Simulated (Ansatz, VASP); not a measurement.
## Two plane-wave programs on NiO2

INCAR

```
SYSTEM = NiO2
PREC = Accurate
ENCUT = 520
EDIFF = 1E-6
ISMEAR = 0
SIGMA = 0.05
LREAL = .FALSE.
LASPH = .TRUE.
NELM = 80
ALGO = Normal
ISIF = 2
LWAVE = .FALSE.
LCHARG = .FALSE.
GGA = PS
NBANDS = 18
```

KPOINTS

```
Automatic mesh
0
G
  12 12 6
  0 0 0
```

File POSCAR:

```
NiO2
1.0
    2.6974517026      0.0000000000      0.0000000000
   -1.3487258513      2.3360616999      0.0000000000
    0.0000000000      0.0000000000      5.1989816428
Ni O
1 2
Direct
    0.0000000000      0.0000000000      0.5000000000
    0.6666666667      0.3333333333      0.6912080179
    0.3333333333      0.6666666667      0.3087919821
```

Input for Ansatz:

```yaml
crystal:
  lattice:
    - [2.6974517026, 0.0, 0.0]
    - [-1.3487258513, 2.3360616999, 0.0]
    - [0.0, 0.0, 5.1989816428]
  atoms:
    - { symbol: Ni, position: [0.0, 0.0, 0.5] }
    - { symbol: O, position: [0.6666666667, 0.3333333333, 0.6912080179] }
    - { symbol: O, position: [0.3333333333, 0.6666666667, 0.3087919821] }
basis:
  ecutwfc: 420
kpoints:
  mp_grid: { grid: [12, 12, 6] }
hamiltonian:
  xc: pbesol
scf:
  occupations: { method: gaussian, width: 0.05 }
output:
  forces: true
  stress: true
  eigenvalues: true
```

Alike in both runs: task single point; functional PBEsol; k mesh 12 × 12 × 6; occupations gaussian, width 0.05 eV; no spin polarisation.

```csv
,VASP,Ansatz
version,VASP 6.6.1,Ansatz 0.2.0
potentials or method,"VASP PAW PBE potentials, release 64 (Ni, O), cutoff 520 eV","scalar-relativistic, plane waves, PAW"
valence electrons in the cell,22,30
```

|  | VASP | Ansatz | Ansatz less VASP |
| --- | --- | --- | --- |
| gap on the k mesh at the Fermi level (eV) | 1.21 | 1.24 | +0.025 |
| least direct gap on the mesh (eV) | 1.37 | 1.39 | +0.020 |
| pressure (GPa) | 6.1 | 5.4 | -0.64 |
| traceless stress, the component that is largest in VASP (GPa) | -9.36 | -9.25 | +0.108 |
| rms of the force components (eV/Å) | 0.144 | 0.186 | +0.0415 |

VASP's potentials were made for PBE, not for PBEsol. Atom by atom the forces differ by 0.041 eV/Å (rms over components). VASP's potentials hold 22 valence electrons a cell and Ansatz's 30, so a difference there can come from the potentials and not from the codes.
